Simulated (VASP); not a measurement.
A run of VASP 6.6.1 is set up as follows.

The input INCAR:

```
PREC = Accurate
ENCUT = 600
EDIFF = 1E-6
ISMEAR = 0
SIGMA = 0.01
LREAL = F
LASPH = T
NELM = 200
ALGO = Normal
ISIF = 2
LWAVE = F
LCHARG = F
GGA = PE
NBANDS = 33
GGA_COMPAT = F
LMAXMIX = 6
```

File KPOINTS:

```
regular mesh
0
Gamma
  8 10 4
```

The input POSCAR:

```
HoAuF4
1.0
    4.2178417444      0.0000000000      0.2239903699
    0.0000000000      3.4653613156      0.0000000000
   -0.9753791726      0.0000000000      9.1450996870
Ho Au F
1 1 4
Direct
    0.5000000000      0.0000000000      0.5000000000
    0.5000000000      0.0000000000      0.0000000000
    0.4842660347      0.5000000000      0.3555973342
    0.5157339653      0.5000000000      0.6444026658
    0.0000000000      0.0000000000      0.5000000000
    0.0000000000      0.0000000000      0.0000000000
```

Potentials or basis: VASP PAW PBE potentials, release 64 (Ho_3, Au, F), 4f in core.

Launch:

```bash
$ cat potpaw_PBE.64/Ho_3/POTCAR potpaw_PBE.64/Au/POTCAR potpaw_PBE.64/F/POTCAR > POTCAR
$ mpirun -np 1 vasp_std > vasp.out
```

Task: What does it give for the largest force?

Result: 0.157 eV/Å.

Task: Predict the band gap on the k mesh.

Result: 0.20 eV (least direct gap 1.65 eV).

Task: What does it give for the pressure?

Result: 0.6 GPa.

Forces on the atoms (eV/Å):
```
Ho   0.000  0.000  0.000
Au   0.000  0.000  0.000
F    0.009  0.000 -0.157
F   -0.009  0.000  0.157
F    0.000  0.000  0.000
F    0.000  0.000  0.000
```

Caveat: spin-orbit coupling is left out, which moves the levels of the heavy elements; the 4f electrons are frozen in the core, so they carry no moment and show no levels. A k mesh can miss the band edges.
